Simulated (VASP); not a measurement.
Here is a VASP 6.6.1 calculation.

The input INCAR:

```
SYSTEM = Ni
ALGO     = Normal         ! electronic algorithm
EDIFF    = 1E-6           ! SCF threshold, eV
ENCUT    = 520            ! plane-wave cutoff, eV
GGA      = PE             ! functional
ISIF     = 2              ! what is computed and relaxed
ISMEAR   = -1             ! smearing method
ISPIN    = 2              ! spin polarisation
LASPH    = .True.         ! aspherical terms in the spheres
LCHARG   = .False.        ! write CHGCAR
LMAXMIX  = 4              ! l up to which the mixer works
LORBIT   = 11             ! projections on sites
LREAL    = .False.        ! projectors in reciprocal space
LWAVE    = .False.        ! write WAVECAR
MAGMOM   = 2 2            ! initial moments
NBANDS   = 21             ! bands
NELM     = 150            ! most SCF steps
PREC     = Accurate       ! precision mode
SIGMA    = 0.1            ! smearing width, eV
```

KPOINTS

```
k-points
0
Gamma
  13 13 13
  0 0 0
```

POSCAR

```
Ni
1.0
    3.5560000000      1.7780000000      1.7780000000
    1.7780000000      3.5560000000      1.7780000000
    1.7780000000      1.7780000000      3.5560000000
Ni
2
Direct
    0.0000000000      0.0000000000      0.0000000000
    0.5000000000      0.5000000000      0.5000000000
```

Potentials or basis: VASP PAW PBE potentials, release 64 (Ni).

Run with:

```sh
$ cat potpaw_PBE.64/Ni/POTCAR > POTCAR
$ mpirun -np 1 vasp_std > vasp.out
```

(1) Estimate the net moment.

(2) Estimate the pressure.

## Answers

(1) 1.25 μB per cell.

(2) -5.6 GPa.
